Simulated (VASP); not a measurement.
A run of VASP 6.6.1 is set up as follows.

INCAR

```
SYSTEM = Cl
ALGO = Normal
EDIFF = 1E-7
ENCUT = 520
GGA = PE
ISIF = 2
ISMEAR = -1
LASPH = .True.
LCHARG = .False.
LREAL = .False.
LWAVE = .False.
NBANDS = 10
NELM = 60
PREC = Accurate
SIGMA = 0.02
```

The input KPOINTS:

```
k-points
0
Gamma
  10 10 10
  0 0 0
```

POSCAR

```
Cl
1.0
    1.7502401388      1.7502401388      1.7502401388
   -1.7502401388      1.7502401388      1.7502401388
   -1.7502401388     -1.7502401388      1.7502401388
Cl
1
Direct
    0.0000000000      0.0000000000      0.0000000000
```

Potentials or basis: VASP PAW PBE potentials, release 64 (Cl).

Run with:

```console
$ cat potpaw_PBE.64/Cl/POTCAR > POTCAR
$ mpirun -np 1 vasp_std > vasp.out
```

Q: Predict the pressure.

A: -0.1 GPa.

Caveat: an odd number of electrons without spin polarisation forces a metal; a magnetic or distorted state may lie lower.
